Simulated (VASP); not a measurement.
# W (Fm-3m) in VASP: further runs

W is run at these levels: PBEsol; tasks: electric field gradients.

All numbers are computed with VASP 6.6.1; they aren't measurements. Logs are shortened: lines on timing, memory, paths and dates and some standing lists are left out, and cuts for length are marked.

### 1 The cell of the first run

Symmetry: Fm-3m, No. 225, cubic system. Conventional cell: a = 4.060 Å, b = 4.060 Å, c = 4.060 Å, α = 90.00°, β = 90.00°, γ = 90.00°. Within 3.8 Å of W (site symmetry m-3m) lie 12 W at 2.87 Å.

### 2 Electric field gradients, PBEsol

The input, INCAR:

```
ALGO = Normal
EDIFF = 1E-8
ENCUT = 520
GGA = PS
ISIF = 2
ISMEAR = -1
LASPH = T
LCHARG = F
LEFG = T
LREAL = F
LWAVE = F
NBANDS = 13
NELM = 100
PREC = Accurate
SIGMA = 0.05
```

The input, KPOINTS:

```
k-points
0
Gamma
  14 14 14
```

The input, POSCAR:

```
W
1.0
    0.0000000000      2.0300000000      2.0300000000
    2.0300000000      0.0000000000      2.0300000000
    2.0300000000      2.0300000000      0.0000000000
W
1
Direct
    0.0000000000      0.0000000000      0.0000000000
```

Potentials or basis: VASP PAW PBE potentials, release 64 (W_sv).

Command:

```
$ cat potpaw_PBE.64/W_sv/POTCAR > POTCAR
$ mpirun -np 1 vasp_std > vasp.out
```

OUTCAR:

```text
EDIFF = 1E-8
   ENCUT = 520
   GGA = PS
   ISIF = 2
   ISMEAR = -1
   LASPH = T
   LREAL = F
   NELM = 100
   PREC = Accurate

 ion  position               nearest neighbor table
   1  0.000  0.000  0.000-

  LATTYP: Found a face centered cubic cell.
 ALAT       =     4.0600000000

  Lattice vectors:

 A1 = (   0.0000000000,   2.0300000000,   2.0300000000)
 A2 = (   2.0300000000,   0.0000000000,   2.0300000000)
 A3 = (   2.0300000000,   2.0300000000,   0.0000000000)

Analysis of symmetry for initial positions (statically):
=====================================================================
 Subroutine PRICEL returns:
 Original cell was already a primitive cell.

 Routine SETGRP: Setting up the symmetry group for a
 face centered cubic supercell.

 Subroutine GETGRP returns: Found 48 space group operations
 (whereof 48 operations were pure point group operations)
 out of a pool of 48 trial point group operations.

The static configuration has the point symmetry O_h .

Analysis of symmetry for dynamics (positions and initial velocities):
=====================================================================
 Subroutine PRICEL returns:
 Original cell was already a primitive cell.

 Routine SETGRP: Setting up the symmetry group for a
 face centered cubic supercell.

 Subroutine GETGRP returns: Found 48 space group operations
 (whereof 48 operations were pure point group operations)
 out of a pool of 48 trial point group operations.

The dynamic configuration has the point symmetry O_h .

 Subroutine INISYM returns: Found 48 space group operations
 (whereof 48 operations are pure point group operations),
 and found     1 'primitive' translations

----------------------------------------------------------------------------------------

                                     Primitive cell

  volume of cell :      16.7309

  direct lattice vectors                    reciprocal lattice vectors
     0.000000000  2.030000000  2.030000000    -0.246305419  0.246305419  0.246305419
     2.030000000  0.000000000  2.030000000     0.246305419 -0.246305419  0.246305419
     2.030000000  2.030000000  0.000000000     0.246305419  0.246305419 -0.246305419

  length of vectors
     2.870853532  2.870853532  2.870853532     0.426613499  0.426613499  0.426613499

  position of ions in fractional coordinates (direct lattice)
     0.000000000  0.000000000  0.000000000

  ion indices of the primitive-cell ions
   primitive index   ion index
                 1           1

----------------------------------------------------------------------------------------

 KPOINTS: k-points

Automatic generation of k-mesh.
 Grid dimensions read from file:
 generate k-points for:   14   14   14

 Generating k-lattice:

  Cartesian coordinates                     Fractional coordinates (reciprocal lattice)
    -0.017593244  0.017593244  0.017593244     0.071428571  0.000000000  0.000000000
     0.017593244 -0.017593244  0.017593244     0.000000000  0.071428571  0.000000000
     0.017593244  0.017593244 -0.017593244     0.000000000  0.000000000  0.071428571

  Length of vectors
     0.030472393  0.030472393  0.030472393

  Shift w.r.t. Gamma in fractional coordinates (k-lattice)
     0.000000000  0.000000000  0.000000000

 Subroutine IBZKPT returns following result:
 ===========================================

 Found    104 irreducible k-points:

 Following reciprocal coordinates:
            Coordinates               Weight
  0.000000  0.000000  0.000000      1.000000
  0.071429  0.000000  0.000000      8.000000
  0.142857  0.000000  0.000000      8.000000
  0.214286  0.000000  0.000000      8.000000
  0.285714  0.000000  0.000000      8.000000
  0.357143  0.000000  0.000000      8.000000
[... 16 lines left out ...]
  0.214286  0.142857  0.000000     24.000000
  0.285714  0.142857  0.000000     24.000000
 [... further k-points ...]
   k-points           NKPTS =    104   k-points in BZ     NKDIM =    104   number of bands    NBANDS=     13
   number of dos      NEDOS =    301   number of ions     NIONS =      1
   total plane-waves  NPLWV =  13824
   dimension x,y,z NGX =    24 NGY =   24 NGZ =   24
   dimension x,y,z NGXF=    48 NGYF=   48 NGZF=   48
   ions per type =               1
   NGX,Y,Z   is equivalent  to a cutoff of  13.90, 13.90, 13.90 a.u.
   NGXF,Y,Z  is equivalent  to a cutoff of  27.80, 27.80, 27.80 a.u.
 SYSTEM =  unknown system
   PREC   = accura    normal or accurate (medium, high low for compatibility)
   ISTART =      0    job   : 0-new  1-cont  2-samecut
   ICHARG =      2    charge: 1-file 2-atom 10-const
   ISPIN  =      1    spin polarized calculation?
   LNONCOLLINEAR =      F non collinear calculations
   LSORBIT =      F    spin-orbit coupling
   LASPH  =      T    aspherical Exc in radial PAW
   ENCUT  =  520.0 eV  38.22 Ry    6.18 a.u.   5.34  5.34  5.34*2*pi/ulx,y,z
   NELM   =    100;   NELMIN=  2; NELMDL= -5     # of ELM steps
   EDIFF  = 0.1E-07   stopping-criterion for ELM
   LREAL  =      F    real-space projection
   EDIFFG = 0.1E-06   stopping-criterion for IOM
   NSW    =      0    number of steps for IOM
   IBRION =     -1    ionic relax: 0-MD 1-quasi-New 2-CG
   NFREE  =      0    steps in history (QN), initial steepest desc. (CG)
   ISIF   =      2    stress and relaxation
   ISYM   =      2    0-nonsym 1-usesym 2-fastsym
   POTIM  = 0.5000    time-step for ionic-motion
   TEBEG  =    0.0;   TEEND  =   0.0 temperature during run
   PSTRESS=    0.0 pullay stress
   NELECT =      14.0000    total number of electrons
   NUPDOWN=      -1.0000    fix difference up-down
   EMIN   =  10.00;   EMAX   =-10.00  energy-range for DOS
   EFERMI =   0.00;   METHOD = LEGACY
   ISMEAR =    -1;   SIGMA  =   0.05  broadening in eV -4-tet -1-fermi 0-gaus
   EFERMI_NEDOS =   21; number of points for ismear=-14 and -15
   IALGO  =     38    algorithm
   IMIX   =      4    mixing-type and parameters
     AMIX     =   0.40;   BMIX     =  1.00
     AMIX_MAG =   1.60;   BMIX_MAG =  1.00
  volume/ion in A,a.u.               =      16.73       112.91
  Fermi-wavevector in a.u.,A,eV,Ry     =   1.542688  2.915258 32.380324  2.379887
  Thomas-Fermi vector in A             =   2.648457
   LORBIT       =      0    0 simple, 1 ext, 2 COOP (PROOUT), +10 PAW based schemes
   GGA     = PS    functional components
   LHFCALC =     F    Hartree Fock is set to
   AEXX    =    0.0000 exact exchange contribution
   IVDW    =     0    specifies the selected vdW correction
   LEPSILON=     F    determine dielectric tensor
   LRPA    =     F    only Hartree local field effects (RPA)
 non-spin polarized calculation
  energy-cutoff  :      520.00
  volume of cell :       16.73
 maximum number of plane-waves:       464
 NGX is ok and might be reduce to    24
   NGX = 11   NGY = 11   NGZ = 11

 number of electron      14.0000002 magnetization

 Free energy of the ion-electron system (eV)
  ---------------------------------------------------
  ext. energy  EPLUGINS =         0.00000000
  ---------------------------------------------------
  free energy    TOTEN  =       -13.28764433 eV

  energy without entropy =      -13.27710517  energy(sigma->0) =      -13.28237475

 E-fermi :  10.0372     XC(G=0): -13.4491

 val. band max:       10.0322254841   @ k =   0.2143   0.0714   0.0000
 cond. band min:      10.0506453192   @ k =  -0.1429   0.0714   0.0000
 fundamental gap:      0.0184198351
 Fermi energy:        10.0371523178

 k-point     1 :       0.0000    0.0000    0.0000
  band No.  band energies     occupation
      1     -63.6155      2.00000
      2     -27.2648      2.00000
      3     -27.2648      2.00000
      4     -27.2648      2.00000
      5       1.1519      2.00000
      6       9.5169      1.99994
      7       9.5169      1.99994
      8       9.5169      1.99994
      9      12.5470      0.00000
     10      12.5470      0.00000
     11      22.8595      0.00000
     12      27.9439      0.00000
     13      27.9439      0.00000

 k-point     2 :       0.0714    0.0000    0.0000
  band No.  band energies     occupation
      1     -63.6107      2.00000
      2     -27.3217      2.00000
      3     -27.2721      2.00000
      4     -27.2721      2.00000
      5       1.3709      2.00000
      6       9.3504      2.00000
      7       9.6184      1.99954
      8       9.6184      1.99954
      9      12.4563      0.00000
     10      12.4563      0.00000
     11      23.2959      0.00000
[... 339 lines left out ...]
 k-point    24 :       0.2857    0.1429    0.0000
  band No.  band energies     occupation
      1     -63.5576      2.00000
      2     -27.8133      2.00000
      3     -27.4137      2.00000
      4     -27.4026      2.00000
      5       3.8372      2.00000
      6       7.8266      2.00000
      7       9.7069      1.99729
      8      10.6489      0.00001
      9      11.9856      0.00000
     10      13.5779      0.00000
     11      24.5483      0.00000
     12      27.4691      0.00000
     13      29.6093      0.00000

 [... further k-points ...]
[... 5 lines left out ...]
  --------------------------------------------------------------------------------------
  -------------------------------------------------------------------------------------
  Total       -1.2707351     -1.2707351     -1.2707351      0.0000000     -0.0000000      0.0000000
  in kB     -121.6879249   -121.6879249   -121.6879249      0.0000000     -0.0000000      0.0000000
  external PRESSURE =    -121.6879249 kB  Pullay stress =       0.0000000 kB

 VOLUME and BASIS-vectors are now :
 -----------------------------------------------------------------------------
  energy-cutoff  :      520.00
  volume of cell :       16.73
      direct lattice vectors                 reciprocal lattice vectors
     0.000000000  2.030000000  2.030000000    -0.246305419  0.246305419  0.246305419
     2.030000000  0.000000000  2.030000000     0.246305419 -0.246305419  0.246305419
     2.030000000  2.030000000  0.000000000     0.246305419  0.246305419 -0.246305419

 POSITION                                       TOTAL-FORCE (eV/Angst)
 -----------------------------------------------------------------------------------
      0.00000      0.00000      0.00000         0.000000      0.000000     -0.000000
 -----------------------------------------------------------------------------------
    total drift:                                0.000000      0.000000     -0.000000

  FREE ENERGIE OF THE ION-ELECTRON SYSTEM (eV)
  ---------------------------------------------------
  free  energy   TOTEN  =       -13.2876443271 eV

  energy  without entropy=      -13.2771051701  energy(sigma->0) =      -13.28237475

 Electric field gradients (V/A^2)
---------------------------------------------------------------------
 ion       V_xx      V_yy      V_zz      V_xy      V_xz      V_yz
---------------------------------------------------------------------
   1      -0.000    -0.000     0.000    -0.000    -0.000    -0.000
---------------------------------------------------------------------

 Electric field gradients after diagonalization (V/A^2)
 (convention: |V_zz| > |V_xx| > |V_yy|)
----------------------------------------------------------------------
 ion       V_xx      V_yy      V_zz     asymmetry (V_yy - V_xx)/ V_zz
----------------------------------------------------------------------
   1       0.000     0.000    -0.001       0.000
----------------------------------------------------------------------

           NMR quadrupolar parameters

 Cq : quadrupolar parameter    Cq=e*Q*V_zz/h
 eta: asymmetry parameters     (V_yy - V_xx)/ V_zz
 Q  : nuclear electric quadrupole moment in mb (millibarn)
----------------------------------------------------------------------
 ion       Cq(MHz)       eta       Q (mb)
----------------------------------------------------------------------
   1      -0.000       0.000       1.000
----------------------------------------------------------------------
```

Run time: 7.4 s. Hardware: 1 thread of Intel Xeon 6975P-C (Granite Rapids), shared host; peak memory 0.15 GiB.

What came out:

| Property | Result |
| --- | --- |
| Free energy | -13.2876 eV |
| Pressure | -12.2 GPa |
| Band gap on the k mesh | zero (band 7 reaches 13.02 eV, above the bottom of band 8 at 9.52 eV) |

Levels at points of the mesh, in eV from the Fermi level:
| k point | band 5 | band 6 | band 7 | band 8 | band 9 | band 10 |
| --- | --- | --- | --- | --- | --- | --- |
| (0.00, 0.00, 0.00) | -8.89 | -0.52 | -0.52 | -0.52 | 2.51 | 2.51 |
| (0.50, 0.00, 0.00) | -5.49 | -0.74 | -0.74 | 0.61 | 4.93 | 4.93 |
| (0.50, 0.50, 0.00) | -5.35 | -4.38 | 2.98 | 4.89 | 5.65 | 5.65 |

Caveat: without QUAD_EFG the Cq values of the log hold for a quadrupole moment of 1 mb, not for the nuclei; the PAW data sets were made with another functional, which shifts forces and pressure a little; spin-orbit coupling is left out, which moves the levels of the heavy elements.

### 3 Electric field gradients, PBEsol

The input, INCAR:

```
SYSTEM = W
PREC = Accurate
ENCUT = 520
EDIFF = 1E-8
ISMEAR = -1
SIGMA = 0.05
LREAL = .False.
LASPH = .True.
NELM = 60
ALGO = Normal
ISIF = 2
LWAVE = .False.
LCHARG = .False.
GGA = PS
LEFG = .True.
NBANDS = 13
```

The input, KPOINTS:

```
Automatic mesh
0
Gamma
  14 14 14
  0 0 0
```

POSCAR is that of step 2.

Potentials or basis: VASP PAW PBE potentials, release 64 (W_sv).

Command:

```
$ cat potpaw_PBE.64/W_sv/POTCAR > POTCAR
$ mpirun -np 1 vasp_std > vasp.out
```

OUTCAR:

```text
SYSTEM = W
   PREC = Accurate
   ENCUT = 520
   EDIFF = 1E-8
   ISMEAR = -1
   LREAL = .False.
   LASPH = .True.
   NELM = 60
   ISIF = 2
   GGA = PS

 ion  position               nearest neighbor table
   1  0.000  0.000  0.000-

  LATTYP: Found a face centered cubic cell.
 ALAT       =     4.0600000000

  Lattice vectors:

 A1 = (   0.0000000000,   2.0300000000,   2.0300000000)
 A2 = (   2.0300000000,   0.0000000000,   2.0300000000)
 A3 = (   2.0300000000,   2.0300000000,   0.0000000000)

Analysis of symmetry for initial positions (statically):
=====================================================================
 Subroutine PRICEL returns:
 Original cell was already a primitive cell.

 Routine SETGRP: Setting up the symmetry group for a
 face centered cubic supercell.
[... 565 lines left out ...]
  in kB     -121.6879249   -121.6879249   -121.6879249      0.0000000     -0.0000000      0.0000000
  external PRESSURE =    -121.6879249 kB  Pullay stress =       0.0000000 kB

 VOLUME and BASIS-vectors are now :
 -----------------------------------------------------------------------------
  energy-cutoff  :      520.00
  volume of cell :       16.73
      direct lattice vectors                 reciprocal lattice vectors
     0.000000000  2.030000000  2.030000000    -0.246305419  0.246305419  0.246305419
     2.030000000  0.000000000  2.030000000     0.246305419 -0.246305419  0.246305419
     2.030000000  2.030000000  0.000000000     0.246305419  0.246305419 -0.246305419

 POSITION                                       TOTAL-FORCE (eV/Angst)
 -----------------------------------------------------------------------------------
      0.00000      0.00000      0.00000         0.000000      0.000000     -0.000000
 -----------------------------------------------------------------------------------
    total drift:                                0.000000      0.000000     -0.000000

  FREE ENERGIE OF THE ION-ELECTRON SYSTEM (eV)
  ---------------------------------------------------
  free  energy   TOTEN  =       -13.2876443271 eV

  energy  without entropy=      -13.2771051701  energy(sigma->0) =      -13.28237475

 Electric field gradients (V/A^2)
---------------------------------------------------------------------
 ion       V_xx      V_yy      V_zz      V_xy      V_xz      V_yz
---------------------------------------------------------------------
   1      -0.000    -0.000     0.000    -0.000    -0.000    -0.000
---------------------------------------------------------------------

 Electric field gradients after diagonalization (V/A^2)
 (convention: |V_zz| > |V_xx| > |V_yy|)
----------------------------------------------------------------------
 ion       V_xx      V_yy      V_zz     asymmetry (V_yy - V_xx)/ V_zz
----------------------------------------------------------------------
   1       0.000     0.000    -0.001       0.000
----------------------------------------------------------------------

           NMR quadrupolar parameters

 Cq : quadrupolar parameter    Cq=e*Q*V_zz/h
 eta: asymmetry parameters     (V_yy - V_xx)/ V_zz
 Q  : nuclear electric quadrupole moment in mb (millibarn)
----------------------------------------------------------------------
 ion       Cq(MHz)       eta       Q (mb)
----------------------------------------------------------------------
   1      -0.000       0.000       1.000
----------------------------------------------------------------------
```

stdout:

```text
POSCAR found type information on POSCAR W
 POSCAR found :  1 types and       1 ions
 scaLAPACK will be used
 -----------------------------------------------------------------------------
|                                                                             |
|                                                                             |
|     You enforced a specific xc type in the INCAR file but a different       |
|     I HOPE YOU KNOW WHAT YOU ARE DOING!                                     |
|                                                                             |
 -----------------------------------------------------------------------------

 LDA part: xc-table for (Slater+PW92), standard interpolation
 POSCAR, INCAR and KPOINTS ok, starting setup
 FFT: planning ... GRIDC
 FFT: planning ... GRID_SOFT
 FFT: planning ... GRID
 WAVECAR not read
 entering main loop
ion   1
```

It took 7.2 s on 1 thread of Intel Xeon 6975P-C (Granite Rapids), shared host; peak memory 0.15 GiB.

Results:

```
Free energy            : -13.2876 eV
Pressure               : -12.2 GPa
Band gap on the k mesh : zero (band 7 reaches 13.02 eV, above the bottom of band 8 at 9.52 eV)
```

Levels at points of the mesh, in eV from the Fermi level:
```tsv
k point	band 4	band 5	band 6	band 7	band 8	band 9	band 10	band 11
(0.00, 0.00, 0.00)	-37.30	-8.89	-0.52	-0.52	-0.52	2.51	2.51	12.82
(0.50, 0.00, 0.00)	-37.45	-5.49	-0.74	-0.74	0.61	4.93	4.93	10.01
(0.50, 0.50, 0.00)	-37.69	-5.35	-4.38	2.98	4.89	5.65	5.65	11.59
```

Caveat: without QUAD_EFG the Cq values of the log hold for a quadrupole moment of 1 mb, not for the nuclei; the PAW data sets were made with another functional, which shifts forces and pressure a little; spin-orbit coupling is left out, which moves the levels of the heavy elements.

(Continued in part 2 of 2.)
